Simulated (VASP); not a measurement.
Write the native input for VASP 6.6.1 that does the following.

```
Task                   : single point
Functional             : PBE
Potentials or basis    : VASP PAW PBE potentials, release 64 (Sr_sv)
Cutoff                 : 520 eV
k mesh                 : 8 × 8 × 8
Occupations            : fermi-dirac, width 0.136057 eV
Spin                   : no spin polarisation
Dipole correction      : no
Further INCAR settings : ALGO = Normal; EDIFF = 1e-06; NBANDS = 17
```

The structure of Sr lies in POSCAR:

```
Sr
1.0
    0.0000000000      4.7929874452      4.7929874452
    4.7929874452      0.0000000000      4.7929874452
    4.7929874452      4.7929874452      0.0000000000
Sr
2
Direct
    0.0000000000      0.0000000000      0.0000000000
    0.2500000000      0.2500000000      0.2500000000
```

This isn't the form of Sr at room conditions, which is fcc.

These files were run (other wordings do the same):

INCAR

```
SYSTEM = Sr
ALGO     = Normal         ! electronic algorithm
EDIFF    = 1E-6           ! SCF threshold, eV
ENCUT    = 520            ! plane-wave cutoff, eV
GGA      = PE             ! functional
ISIF     = 2              ! what is computed and relaxed
ISMEAR   = -1             ! smearing method
LASPH    = .True.         ! aspherical terms in the spheres
LCHARG   = .False.        ! write CHGCAR
LREAL    = .False.        ! projectors in reciprocal space
LWAVE    = .False.        ! write WAVECAR
NBANDS   = 17             ! bands
NELM     = 100            ! most SCF steps
PREC     = Accurate       ! precision mode
SIGMA    = 0.13605693000000002 ! smearing width, eV
```

KPOINTS

```
k-points
0
Gamma
  8 8 8
  0 0 0
```

Potentials or basis: VASP PAW PBE potentials, release 64 (Sr_sv).

Run with:

```console
$ cat potpaw_PBE.64/Sr_sv/POTCAR > POTCAR
$ mpirun -np 1 vasp_std > vasp.out
```

Results of the run:

```
Pressure               : 0.0 GPa
Band gap on the k mesh : zero (bands 10 and 11 overlap by 0.72 eV)
```

Wall time 79 s on 1 thread of Intel(R) Xeon(R) Platinum 8488C (Sapphire Rapids), on a shared host, peak memory 0.37 GiB.
